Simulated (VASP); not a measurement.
Set up this calculation in VASP 6.6.1, as the native input.

```
Task                   : single point
Functional             : PBE
Potentials or basis    : VASP PAW PBE potentials, release 64 (Si, C)
Cutoff                 : 520 eV
k mesh                 : 12 × 12 × 6
Occupations            : gaussian, width 0.05 eV
Spin                   : no spin polarisation
Dipole correction      : no
Further INCAR settings : ALGO = Normal; EDIFF = 1e-06; NBANDS = 16
```

The structure of SiC lies in POSCAR:

```
SiC
1.0
    3.0917664073      0.0000000000      0.0000000000
   -1.5458832036      2.6775482513      0.0000000000
    0.0000000000      0.0000000000      5.0740211774
Si C
2 2
Direct
    0.3333333333      0.6666666667      0.0045635313
    0.6666666667      0.3333333333      0.5045635313
    0.3694083443      0.6930754076      0.3410199994
    0.6666666667      0.3333333333      0.8804364687
```

This cell differs from its parent crystal: atom 3 (C) moved by (+0.100, -0.200) A along [1 1 0] and z.

One way to write it, as run:

INCAR

```
SYSTEM = SiC
ALGO = Normal
EDIFF = 1E-6
ENCUT = 520
GGA = PE
ISIF = 2
ISMEAR = 0
LASPH = .TRUE.
LCHARG = .FALSE.
LREAL = .FALSE.
LWAVE = .FALSE.
NBANDS = 16
NELM = 100
PREC = Accurate
SIGMA = 0.05
```

KPOINTS

```
k-points
0
G
  12 12 6
  0 0 0
```

Potentials or basis: VASP PAW PBE potentials, release 64 (Si, C).

Launch:

```sh
$ cat potpaw_PBE.64/Si/POTCAR potpaw_PBE.64/C/POTCAR > POTCAR
$ mpirun -np 1 vasp_std > vasp.out
```

It gave:

```json
{
  "Pressure": "3.8 GPa",
  "Largest force": "6.293 eV/Å",
  "Band gap on the k mesh": "1.33 eV (least direct gap 3.57 eV)"
}
```

Caveat: the cell differs from its parent crystal (atom 3 (C) moved by (+0.100, -0.200) A along [1 1 0] and z); the stress differs along the axes, from -3 to 15 GPa; forces of over 1 eV/Å act on the atoms, so gaps and moduli don't describe the material at rest.

Run time: 5.8 min on 1 thread of Intel Xeon 8259CL (shared host), peak memory 0.35 GiB.
